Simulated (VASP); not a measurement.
Set up this calculation in VASP 6.6.1, as the native input.

| Property | Result |
| --- | --- |
| Task | single point |
| Functional | PBE |
| Potentials or basis | VASP PAW PBE potentials, release 64 (Zr_sv, Hf_pv, S) |
| Cutoff | 520 eV |
| k mesh | 8 × 8 × 8 |
| Occupations | gaussian, width 0.1 eV |
| Spin | collinear spin |
| Starting moments | [0.0, 1.2, 0.0, 0.0, 0.0] μB |
| Dipole correction | no |
| Further INCAR settings | ALGO = Normal; EDIFF = 1e-06; NBANDS = 32 |

The structure of HfZrS3 lies in POSCAR:

```
HfZrS3
1.0
    4.8785540146      0.0000000000      0.0000000000
    0.0000000000      4.8785540146      0.0000000000
    0.0000000000      0.0000000000      4.8785540146
Zr Hf S
1 1 3
Direct
    0.5000000000      0.5000000000      0.5000000000
    0.0000000000      0.0000000000      0.0000000000
    0.0000000000      0.5000000000      0.5000000000
    0.5000000000      0.5000000000      0.0000000000
    0.5000000000      0.0000000000      0.5000000000
```

The cell was built from a structure type or drawn by symmetry, and may not be a known phase.

The input as run:

INCAR

```
SYSTEM = HfZrS3
PREC = Accurate
ENCUT = 520
EDIFF = 1E-6
ISMEAR = 0
SIGMA = 0.1
LREAL = .False.
LASPH = .True.
NELM = 150
ALGO = Normal
ISIF = 2
LWAVE = .False.
LCHARG = .False.
ISPIN = 2
MAGMOM = 0 1.2 0 0 0
LORBIT = 11
LMAXMIX = 4
GGA = PE
NBANDS = 32
```

KPOINTS

```
regular mesh
0
Gamma
  8 8 8
  0 0 0
```

Potentials or basis: VASP PAW PBE potentials, release 64 (Zr_sv, Hf_pv, S).

The run is started by

```sh
$ cat potpaw_PBE.64/Zr_sv/POTCAR potpaw_PBE.64/Hf_pv/POTCAR potpaw_PBE.64/S/POTCAR > POTCAR
$ mpirun -np 1 vasp_std > vasp.out
```

It gave:

- Pressure: -0.1 GPa
- Net moment: 1.45 μB per cell
- Site moments: Zr +0.04; Hf +0.94; S -0.03 μB
- Valence electrons inside the program's atomic spheres: Zr 9.85; Hf 7.53; S 3.75

It took 3.6 min on 1 thread of Intel(R) Xeon(R) Platinum 8488C (Sapphire Rapids), with other jobs on the host, peak memory 0.37 GiB.
